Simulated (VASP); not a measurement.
Set up this calculation in VASP 6.6.1, as the native input.

- Task: single point
- Functional: PBE
- Potentials or basis: VASP PAW PBE potentials, release 64 (Cs_sv, Sr_sv, Mg)
- Cutoff: 520 eV
- k mesh: 5 × 4 × 4
- Occupations: fermi-dirac, width 0.05 eV
- Spin: no spin polarisation
- Dipole correction: no
- Further INCAR settings: ALGO = Fast; EDIFF = 1e-06; NBANDS = 26

The structure of CsSrMg6 lies in POSCAR:

```
CsSrMg6
1.0
    5.2226850000      0.0000000000      0.0000000000
    0.0000000000      3.6172350000      7.0604120000
    0.0000000000     -3.6172350000      7.0604120000
Cs Sr Mg
1 1 6
Direct
    0.5000000000      0.1793490000      0.1793490000
    0.5000000000      0.6705050000      0.6705050000
    0.0000000000      0.8578050000      0.8578050000
    0.0000000000      0.3645110000      0.3645110000
    0.0000000000      0.3064430000      0.7755950000
    0.0000000000      0.7755950000      0.3064430000
    0.5000000000      0.1663060000      0.6794820000
    0.5000000000      0.6794820000      0.1663060000
```

The input as run:

INCAR

```
SYSTEM = CsSrMg6
PREC = Accurate ; ENCUT = 520
EDIFF = 1E-6 ; ISMEAR = -1
SIGMA = 0.05 ; LREAL = .FALSE.
LASPH = .TRUE. ; NELM = 100
ALGO = Fast ; ISIF = 2
LWAVE = .FALSE. ; LCHARG = .FALSE.
GGA = PE ; NBANDS = 26
```

KPOINTS

```
Automatic mesh
0
G
  5 4 4
  0 0 0
```

Potentials or basis: VASP PAW PBE potentials, release 64 (Cs_sv, Sr_sv, Mg).

Command:

```sh
$ cat potpaw_PBE.64/Cs_sv/POTCAR potpaw_PBE.64/Sr_sv/POTCAR potpaw_PBE.64/Mg/POTCAR > POTCAR
$ mpirun -np 1 vasp_std > vasp.out
```

Results of the run:

```yaml
Pressure: -0.1 GPa
Largest_force: 0.042 eV/Å
```

Run time: 4 min on 1 thread of Oxide Virtual Turin-like Processor (shared host), peak memory 0.42 GiB.
